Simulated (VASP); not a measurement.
A run of VASP 6.6.1:

The input POSCAR:

```
GaIr
1.0
    3.0040000000      0.0000000000      0.0000000000
    0.0000000000      3.0040000000      0.0000000000
    0.0000000000      0.0000000000      3.0040000000
Ga Ir
1 1
Direct
    0.0000000000      0.0000000000      0.0000000000
    0.5000000000      0.5000000000      0.5000000000
```

INCAR.step1

```
SYSTEM = GaIr
PREC = Accurate
ENCUT = 600
ISMEAR = 0
SIGMA = 0.1
LREAL = .FALSE.
LASPH = .TRUE.
NELM = 60
GGA = PE
ALGO = Normal
EDIFF = 1E-4
LWAVE = .TRUE.
LCHARG = .FALSE.
```

Contents of INCAR.step2:

```
SYSTEM = GaIr
PREC = Accurate
ENCUT = 600
EDIFF = 1E-7
ISMEAR = 0
SIGMA = 0.1
LREAL = .FALSE.
LASPH = .TRUE.
NELM = 60
ALGO = Normal
ISIF = 3
LWAVE = .FALSE.
LCHARG = .FALSE.
METAGGA = R2SCAN
LMIXTAU = .TRUE.
IBRION = 2
NSW = 100
EDIFFG = -0.005
ISTART = 1
```

File KPOINTS:

```
regular mesh
0
G
  14 14 14
  0 0 0
```

Potentials or basis: VASP PAW PBE potentials, release 64 (Ga_d, Ir).

Command:

```bash
$ cat potpaw_PBE.64/Ga_d/POTCAR potpaw_PBE.64/Ir/POTCAR > POTCAR
$ cp INCAR.step1 INCAR
$ mpirun -np 1 vasp_std > vasp.out
$ cp INCAR.step2 INCAR
$ mpirun -np 1 vasp_std > vasp.out
```

Hardware: 1 thread of AMD EPYC 9R45 96-Core Processor (Zen 5), with other jobs on the host.

Estimate the wall time of this run.

It took 5.3 min on 1 thread of AMD EPYC 9R45 96-Core Processor (Zen 5), on a shared host, peak memory 0.18 GiB. Counts: k points 120, ion steps 3.
